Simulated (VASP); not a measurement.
The system is AlAs5.

```
Al As
1.0
     5.64407    0.00000    0.00000
    -2.82203    4.88791    0.00000
     0.00000    0.00000    4.35848
Al As
1 5
Direct
  0.00000 0.00000 0.00000
  0.33333 0.66667 0.00000
  0.66667 0.33333 0.00000
  0.50000 0.00000 0.50000
  0.50000 0.50000 0.50000
  0.00000 0.50000 0.50000
```

The cell was generated, and may not be a known phase.

```yaml
Program: VASP 6.6.1
Task: relaxation of cell and atoms
Functional: PBE
Potentials_or_basis: VASP PAW PBE potentials, release 64 (Al, As)
Cutoff: 600 eV
k_mesh: 6 × 6 × 4
Occupations: gaussian, width 0.1 eV
Spin: no spin polarisation
```

At the start: pressure 6.7 GPa; volume 20.04 Å³/atom.

Task: How do energy, volume and symmetry change on relaxing?

Result: Over 15 steps the energy falls by 106.9 meV/atom and the volume is 21.49 Å³/atom (+7.2 %); space group P6/mmm (No. 191, to 0.1 Å) before and after.

Step by step:
| step | energy change (eV) | largest force (eV/Å) | pressure (GPa) | volume (Å³) |
| --- | --- | --- | --- | --- |
| 1 | 0.0000 | 0.0000 | 6.66 | 120.24 |
| 2 | -0.3496 | 0.0000 | -2.60 | 135.11 |
| 3 | -0.3684 | 0.0000 | -1.16 | 131.95 |
| 4 | -0.4126 | 0.0000 | -0.51 | 129.86 |
| 5 | -0.5091 | 0.0000 | 3.15 | 123.50 |
| 6 | 0.3277 | 0.0000 | 14.68 | 110.40 |
| 7 | -0.5134 | 0.0000 | 3.70 | 122.63 |
| 8 | -0.5256 | 0.0000 | 3.78 | 122.51 |
| 9 | -0.5499 | 0.0000 | 4.04 | 122.11 |
| 10 | -0.5203 | 0.0000 | 4.55 | 121.22 |
| 11 | -0.5527 | 0.0000 | 4.15 | 121.90 |
| 12 | -0.5710 | 0.0000 | 3.67 | 122.62 |
| 13 | -0.6129 | 0.0000 | 2.31 | 124.83 |
| 14 | -0.6414 | 0.0000 | -0.14 | 129.31 |
| 15 | -0.6417 | 0.0000 | 0.05 | 128.91 |

Final structure:
```cif
data_structure
_symmetry_space_group_name_H-M 'P 1'
_symmetry_Int_Tables_number 1
_cell_length_a 5.4116
_cell_length_b 5.4116
_cell_length_c 5.0828
_cell_angle_alpha 90.000
_cell_angle_beta 90.000
_cell_angle_gamma 120.000
_cell_volume 128.91
loop_
_atom_site_label
_atom_site_type_symbol
_atom_site_fract_x
_atom_site_fract_y
_atom_site_fract_z
_atom_site_occupancy
Al1 Al 0.00000 0.00000 0.00000 1
As1 As 0.33333 0.66667 0.00000 1
As2 As 0.66667 0.33333 0.00000 1
As3 As 0.50000 0.00000 0.50000 1
As4 As 0.50000 0.50000 0.50000 1
As5 As 0.00000 0.50000 0.50000 1
```

Caveat: the k points lie up to 0.31 Å⁻¹ apart in the final cell, too coarse for converged energies and pressures of a metal; a cell axis changed by over 15 % at a fixed basis, so the end point is rough.
